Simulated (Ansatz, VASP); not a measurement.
**Two plane-wave programs on AlGaN2**

```xyz
4
Lattice="3.1566 0.0000 0.0000 0.0000 3.1566 0.0000 0.0000 0.0000 4.4238" Properties=species:S:1:pos:R:3 pbc="T T T"
Al    1.5783    1.5783    2.2119
Ga    0.0000    0.0000    0.0000
N     1.5783    0.0000    3.2660
N     0.0000    1.5783    1.1579
```

Change from the starting cell: strain +0.0050 x Voigt [1, 1, 0, 0, 0, 0], atoms carried along.

Alike in both runs: task single point; functional r2SCAN; k mesh 8 × 8 × 6; occupations gaussian, width 0.05 eV; no spin polarisation.

```csv
,VASP,Ansatz
version,VASP 6.6.1,Ansatz 0.2.0
potentials or method,"VASP PAW PBE potentials, release 64 (Al, Ga_d, N), cutoff 520 eV","scalar-relativistic, plane waves, PAW"
valence electrons in the cell,26,26
```

```csv
,VASP,Ansatz,Ansatz less VASP
gap on the k mesh at the Fermi level (eV),3.29,3.28,-0.009
least direct gap on the mesh (eV),3.29,3.28,-0.009
pressure (GPa),-2.1,-2.4,-0.27
"traceless stress, the component that is largest in VASP (GPa)",0.54,0.47,-0.070
rms of the force components (eV/Å),0.002,0.034,+0.0323
```

VASP's potentials were made for PBE, not for r2SCAN. Atom by atom the forces differ by 0.036 eV/Å (rms over components).
